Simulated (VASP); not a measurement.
**Ir: single point with r2SCAN**

Crystal: Ir.

```
CELL_PARAMETERS angstrom
2.75138 0.00000 0.00000
-1.37569 2.38276 0.00000
0.00000 0.00000 4.46229
ATOMIC_POSITIONS crystal
Ir 0.66667 0.33333 0.75000
Ir 0.33333 0.66667 0.25000
```

- Program: VASP 6.6.1
- Task: single point
- Functional: r2SCAN
- Potentials or basis: VASP PAW PBE potentials, release 64 (Ir_sv_GW)
- Cutoff: 550 eV
- k mesh: 6 × 6 × 4
- Occupations: gaussian, width 0.1 eV
- Spin: no spin polarisation
- Dipole correction: no
- Second run: valence_matched
- Further INCAR settings: ALGO = Normal; EDIFF = 1e-06; NBANDS = 24

* Pressure: -11.0 GPa
* Band gap on the k mesh: zero (band 17 reaches 13.11 eV, above the bottom of band 18 at 9.83 eV)

Stress tensor (GPa, compression positive):
```
 -8.75   0.00   0.00
  0.00  -8.75   0.00
  0.00   0.00 -15.60
```

Levels at points of the mesh, in eV from the Fermi level:
```csv
k point,band 14,band 15,band 16,band 17,band 18,band 19,band 20,band 21
"(0.00, 0.00, 0.00)",-2.94,-2.94,-2.19,-2.19,-0.52,0.45,0.45,7.36
"(0.50, 0.00, 0.00)",-3.20,-2.77,0.91,1.13,1.32,3.17,4.68,8.64
"(0.00, 0.00, 0.50)",-3.71,-3.71,-3.71,-0.29,-0.29,-0.29,-0.29,14.08
"(0.50, 0.00, 0.50)",-1.94,-0.74,-0.74,1.16,1.16,2.26,2.26,8.01
```

It used 160 s of CPU time on 1 thread of AMD EPYC 7R13 Processor (Zen 3), with other jobs on the host.

Caveat: the k points lie up to 0.44 Å⁻¹ apart; the PAW data sets were made with another functional, which shifts forces and pressure a little; spin-orbit coupling is left out, which moves the levels of the heavy elements.
